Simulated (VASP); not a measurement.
# WS2 in VASP: further runs

Runs on WS2. Level: PBE+D3(BJ). Tasks: single point.

All numbers are computed with VASP 6.6.1; they aren't measurements. Logs are shortened: lines on timing, memory, paths and dates and some standing lists are left out, and cuts for length are marked.

### 1 The cell of the first run

The cell holds a slab with vacuum, 6 atoms: a = 3.160 Å, b = 3.160 Å, c = 23.804 Å, α = 90.00°, β = 90.00°, γ = 120.00°.

### 2 Single point, PBE+D3(BJ) (layers slid over each other)

The input, INCAR:

```
SYSTEM = WS2
ALGO = Normal
DIPOL = 0.5 0.5 0.390
EDIFF = 1E-7
ENCUT = 520
GGA = PE
IDIPOL = 3
ISIF = 2
ISMEAR = 0
IVDW = 12
LASPH = .TRUE.
LCHARG = .TRUE.
LDIPOL = .TRUE.
LELF = .TRUE.
LREAL = .FALSE.
LVACPOTAV = .TRUE.
LVHAR = .TRUE.
LWAVE = .FALSE.
NBANDS = 35
NELM = 100
PREC = Accurate
SIGMA = 0.05
```

The input, KPOINTS:

```
k-points
0
G
  9 9 1
  0 0 0
```

The input, POSCAR:

```
WS2
1.0
    3.1595456682      0.0000000000      0.0000000000
   -1.5797728341      2.7362468131      0.0000000000
    0.0000000000      0.0000000000     23.8042574330
S W
4 2
Direct
    0.3333333333      0.6666666667      0.1890418137
    0.3333333333      0.6666666667      0.3214605092
    0.3333333333      1.0000000000      0.4575706151
    0.3333333333      1.0000000000      0.5899893106
    0.6666666667      0.3333333333      0.2552511584
    0.0000000000      1.3333333333      0.5237799598
```

Potentials or basis: VASP PAW PBE potentials, release 64 (S, W_sv).

Launch:

```
$ cat potpaw_PBE.64/S/POTCAR potpaw_PBE.64/W_sv/POTCAR > POTCAR
$ mpirun -np 1 vasp_std > vasp.out
```

OUTCAR:

```text
SYSTEM = WS2
   EDIFF = 1E-7
   ENCUT = 520
   GGA = PE
   ISIF = 2
   ISMEAR = 0
   IVDW = 12
   LASPH = .TRUE.
   LREAL = .FALSE.
   NELM = 100
   PREC = Accurate
 IVDW          = 12

 ion  position               nearest neighbor table
   1  0.333  0.667  0.189-   5 2.41   5 2.41   5 2.41
   2  0.333  0.667  0.321-   5 2.41   5 2.41   5 2.41
   3  0.333  0.000  0.458-   6 2.41   6 2.41   6 2.41
   4  0.333  0.000  0.590-   6 2.41   6 2.41   6 2.41
   5  0.667  0.333  0.255-   1 2.41   1 2.41   1 2.41   2 2.41   2 2.41   2 2.41
   6  0.000  0.333  0.524-   3 2.41   3 2.41   3 2.41   4 2.41   4 2.41   4 2.41

  LATTYP: Found a hexagonal cell.
 ALAT       =     3.1595456682
 C/A-ratio  =     7.5340760770

  Lattice vectors:

 A1 = (   3.1595456682,   0.0000000000,   0.0000000000)
 A2 = (  -1.5797728341,   2.7362468131,   0.0000000000)
 A3 = (   0.0000000000,   0.0000000000,  23.8042574330)

Analysis of symmetry for initial positions (statically):
=====================================================================
 Subroutine PRICEL returns:
 Original cell was already a primitive cell.

 Routine SETGRP: Setting up the symmetry group for a
 hexagonal supercell.

 Subroutine GETGRP returns: Found  2 space group operations
 (whereof  1 operations were pure point group operations)
 out of a pool of 24 trial point group operations.

The static configuration has the point symmetry C_1 .
 The point group associated with its full space group is S_2 .

Analysis of symmetry for dynamics (positions and initial velocities):
=====================================================================
 Subroutine PRICEL returns:
 Original cell was already a primitive cell.

 Routine SETGRP: Setting up the symmetry group for a
 hexagonal supercell.

 Subroutine GETGRP returns: Found  2 space group operations
 (whereof  1 operations were pure point group operations)
 out of a pool of 24 trial point group operations.

The dynamic configuration has the point symmetry C_1 .
 The point group associated with its full space group is S_2 .

 Subroutine INISYM returns: Found  2 space group operations
 (whereof  1 operations are pure point group operations),
 and found     1 'primitive' translations

----------------------------------------------------------------------------------------

                                     Primitive cell

  volume of cell :     205.7949

  direct lattice vectors                    reciprocal lattice vectors
     3.159545668  0.000000000  0.000000000     0.316501201  0.182732054  0.000000000
    -1.579772834  2.736246813  0.000000000     0.000000000  0.365464108  0.000000000
     0.000000000  0.000000000 23.804257433     0.000000000  0.000000000  0.042009292

  length of vectors
     3.159545668  3.159545668 23.804257433     0.365464108  0.365464108  0.042009292

  position of ions in fractional coordinates (direct lattice)
     0.333333333  0.666666667  0.189041814
     0.333333333  0.666666667  0.321460509
     0.333333333  0.000000000  0.457570615
     0.333333333  0.000000000  0.589989311
     0.666666667  0.333333333  0.255251158
     1.000000000  0.333333333  0.523779960

  ion indices of the primitive-cell ions
   primitive index   ion index
                 1           1
                 2           2
                 3           3
                 4           4
                 5           5
                 6           6

----------------------------------------------------------------------------------------

 KPOINTS: k-points

Automatic generation of k-mesh.
 Grid dimensions read from file:
 generate k-points for:    9    9    1

 Generating k-lattice:

  Cartesian coordinates                     Fractional coordinates (reciprocal lattice)
     0.035166800  0.020303562  0.000000000     0.111111111 -0.000000000  0.000000000
     0.000000000  0.040607123  0.000000000     0.000000000  0.111111111  0.000000000
     0.000000000  0.000000000  0.042009292     0.000000000  0.000000000  1.000000000

  Length of vectors
     0.040607123  0.040607123  0.042009292

  Shift w.r.t. Gamma in fractional coordinates (k-lattice)
     0.000000000  0.000000000  0.000000000

 Subroutine IBZKPT returns following result:
 ===========================================

 Found     41 irreducible k-points:

 Following reciprocal coordinates:
            Coordinates               Weight
  0.000000  0.000000  0.000000      1.000000
  0.111111  0.000000  0.000000      2.000000
  0.000000  0.111111  0.000000      2.000000
 -0.111111  0.111111  0.000000      2.000000
  0.222222 -0.000000  0.000000      2.000000
  0.000000  0.222222  0.000000      2.000000
[... 16 lines left out ...]
  0.333333  0.111111  0.000000      2.000000
 -0.111111  0.444444  0.000000      2.000000
 [... further k-points ...]
   k-points           NKPTS =     41   k-points in BZ     NKDIM =     41   number of bands    NBANDS=     35
   number of dos      NEDOS =    301   number of ions     NIONS =      6
   total plane-waves  NPLWV = 103680
   dimension x,y,z NGX =    24 NGY =   24 NGZ =  180
   dimension x,y,z NGXF=    48 NGYF=   48 NGZF=  360
   ions per type =               4   2
   NGX,Y,Z   is equivalent  to a cutoff of  12.63, 12.63, 12.57 a.u.
   NGXF,Y,Z  is equivalent  to a cutoff of  25.26, 25.26, 25.14 a.u.
 SYSTEM =  WS2
   PREC   = accura    normal or accurate (medium, high low for compatibility)
   ISTART =      0    job   : 0-new  1-cont  2-samecut
   ICHARG =      2    charge: 1-file 2-atom 10-const
   ISPIN  =      1    spin polarized calculation?
   LNONCOLLINEAR =      F non collinear calculations
   LSORBIT =      F    spin-orbit coupling
   LASPH  =      T    aspherical Exc in radial PAW
   ENCUT  =  520.0 eV  38.22 Ry    6.18 a.u.   5.87  5.87 44.26*2*pi/ulx,y,z
   NELM   =    100;   NELMIN=  2; NELMDL= -5     # of ELM steps
   EDIFF  = 0.1E-06   stopping-criterion for ELM
   LREAL  =      F    real-space projection
   EDIFFG = 0.1E-05   stopping-criterion for IOM
   NSW    =      0    number of steps for IOM
   IBRION =     -1    ionic relax: 0-MD 1-quasi-New 2-CG
   NFREE  =      0    steps in history (QN), initial steepest desc. (CG)
   ISIF   =      2    stress and relaxation
   ISYM   =      2    0-nonsym 1-usesym 2-fastsym
   POTIM  = 0.5000    time-step for ionic-motion
   TEBEG  =    0.0;   TEEND  =   0.0 temperature during run
   PSTRESS=    0.0 pullay stress
   NELECT =      52.0000    total number of electrons
   NUPDOWN=      -1.0000    fix difference up-down
   EMIN   =  10.00;   EMAX   =-10.00  energy-range for DOS
   EFERMI =   0.00;   METHOD = LEGACY
   ISMEAR =     0;   SIGMA  =   0.05  broadening in eV -4-tet -1-fermi 0-gaus
   EFERMI_NEDOS =   21; number of points for ismear=-14 and -15
   IALGO  =     38    algorithm
   IMIX   =      4    mixing-type and parameters
     AMIX     =   0.40;   BMIX     =  1.00
     AMIX_MAG =   1.60;   BMIX_MAG =  1.00
  volume/ion in A,a.u.               =      34.30       231.46
  Fermi-wavevector in a.u.,A,eV,Ry     =   1.034978  1.955825 14.574280  1.071179
  Thomas-Fermi vector in A             =   2.169299
   LORBIT       =      0    0 simple, 1 ext, 2 COOP (PROOUT), +10 PAW based schemes
   GGA     = PE    functional components
   LHFCALC =     F    Hartree Fock is set to
   AEXX    =    0.0000 exact exchange contribution
   IVDW    =    12    specifies the selected vdW correction
   LEPSILON=     F    determine dielectric tensor
   LRPA    =     F    only Hartree local field effects (RPA)
 non-spin polarized calculation
 Gauss-broadening in eV      SIGMA  =   0.05
  energy-cutoff  :      520.00
  volume of cell :      205.79
 maximum number of plane-waves:      5566
   NGX = 11   NGY = 11   NGZ = 89

 dipolmoment           0.000000      0.000000      0.000027 electrons x Angstroem

 number of electron      51.9999994 magnetization

 dipolmoment           0.000000      0.000000     -0.000003 electrons x Angstroem

 Free energy of the ion-electron system (eV)
  ---------------------------------------------------
  ext. energy  EPLUGINS =         0.00000000
  ---------------------------------------------------
  free energy    TOTEN  =       -47.28051573 eV

  energy without entropy =      -47.28051573  energy(sigma->0) =      -47.28051573

 E-fermi :   1.4106     XC(G=0):  -6.1307

 val. band max:        1.0865689998   @ k =   0.0000   0.0000   0.0000
 cond. band min:       2.7099278430   @ k =   0.3333  -0.1111   0.0000
 fundamental gap:      1.6233588432
 Fermi energy:         1.4106176443

 k-point     1 :       0.0000    0.0000    0.0000
  band No.  band energies     occupation
      1     -73.1917      2.00000
      2     -73.1917      2.00000
      3     -37.4447      2.00000
      4     -37.4447      2.00000
      5     -37.2690      2.00000
      6     -37.2689      2.00000
[... 27 lines left out ...]
     34       3.8990      0.00000
     35       5.8710      0.00000

 k-point     2 :       0.1111    0.0000    0.0000
  band No.  band energies     occupation
      1     -73.1895      2.00000
      2     -73.1895      2.00000
      3     -37.4370      2.00000
      4     -37.4370      2.00000
      5     -37.3117      2.00000
      6     -37.3116      2.00000
[... 27 lines left out ...]
     34       4.1253      0.00000
     35       6.2317      0.00000

 k-point     3 :       0.0000    0.1111    0.0000
  band No.  band energies     occupation
      1     -73.1895      2.00000
      2     -73.1895      2.00000
      3     -37.4370      2.00000
      4     -37.4370      2.00000
      5     -37.3117      2.00000
      6     -37.3116      2.00000
[... 27 lines left out ...]
     34       4.1226      0.00000
     35       6.2324      0.00000
[... 723 lines left out ...]
 k-point    23 :       0.3333    0.1111    0.0000
  band No.  band energies     occupation
      1     -73.1747      2.00000
      2     -73.1746      2.00000
      3     -37.5766      2.00000
      4     -37.5766      2.00000
      5     -37.3840      2.00000
      6     -37.3840      2.00000
[... 27 lines left out ...]
     34       5.5683      0.00000
     35       6.9551      0.00000

 k-point    24 :      -0.1111    0.4444    0.0000
  band No.  band energies     occupation
      1     -73.1747      2.00000
      2     -73.1746      2.00000
      3     -37.5766      2.00000
      4     -37.5765      2.00000
      5     -37.3840      2.00000
      6     -37.3840      2.00000
[... 27 lines left out ...]
     34       5.6044      0.00000
     35       7.0549      0.00000

 [... further k-points ...]

------------------------ aborting loop because EDIFF is reached ----------------------------------------

 Edisp (eV)   -2.15152

 E8    (eV) :    -0.9340

  FORCE on cell =-STRESS in cart. coord.  units (eV):
  Direction    XX          YY          ZZ          XY          YZ          ZX
  --------------------------------------------------------------------------------------
  -------------------------------------------------------------------------------------
  Total      -0.21411    -0.21766    -0.26975    -0.05235     0.23042    -0.08824
  in kB      -1.66695    -1.69454    -2.10010    -0.40758     1.79389    -0.68694
  external pressure =       -1.82 kB  Pullay stress =        0.00 kB

 VOLUME and BASIS-vectors are now :
 -----------------------------------------------------------------------------
  energy-cutoff  :      520.00
  volume of cell :      205.79
      direct lattice vectors                 reciprocal lattice vectors
     3.159545668  0.000000000  0.000000000     0.316501201  0.182732054  0.000000000
    -1.579772834  2.736246813  0.000000000     0.000000000  0.365464108  0.000000000
     0.000000000  0.000000000 23.804257433     0.000000000  0.000000000  0.042009292

 POSITION                                       TOTAL-FORCE (eV/Angst)
 -----------------------------------------------------------------------------------
     -0.00000      1.82416      4.50000         0.001583      0.002259      0.004251
     -0.00000      1.82416      7.65213         0.019243     -0.040953     -0.035062
      1.05318      0.00000     10.89213        -0.019243      0.040953      0.035062
      1.05318      0.00000     14.04426        -0.001583     -0.002259     -0.004251
      1.57977      0.91208      6.07606         0.001744     -0.018618      0.041319
     -0.52659      0.91208     12.46819        -0.001744      0.018618     -0.041319
 -----------------------------------------------------------------------------------
    total drift:                                0.000000     -0.000000     -0.000369

  FREE ENERGIE OF THE ION-ELECTRON SYSTEM (eV)
  ---------------------------------------------------
  free  energy   TOTEN  =       -49.4320389500 eV

  energy  without entropy=      -49.4320389500  energy(sigma->0) =      -49.43203895

 vacuum level on the upper side and lower side of the slab         6.472         6.472
```

Wall time 3.3 min (1 thread of Intel Xeon 6975P-C (Granite Rapids), shared host); peak memory 0.44 GiB.

What came out:

* Free energy: -49.4320 eV
* Largest force: 0.057 eV/Å
* Band gap on the k mesh: 1.62 eV (least direct gap 1.90 eV)
* Dispersion energy per atom: -0.359 eV

Forces on the atoms (eV/Å):
```
S    0.002  0.002  0.004
S    0.019 -0.041 -0.035
S   -0.019  0.041  0.035
S   -0.002 -0.002 -0.004
W    0.002 -0.019  0.041
W   -0.002  0.019 -0.041
```

Levels at points of the mesh, in eV from the valence-band top:
```csv
k point,band 23,band 24,band 25,band 26,band 27,band 28,band 29,band 30
"(0.00, 0.00, 0.00)",-1.84,-1.84,-0.61,0.00,2.64,2.64,2.67,2.67
```

Caveat: the cell differs from its parent crystal (layers slid over each other); spin-orbit coupling is left out, which moves the levels of the heavy elements.

[end of part 1 of 2]
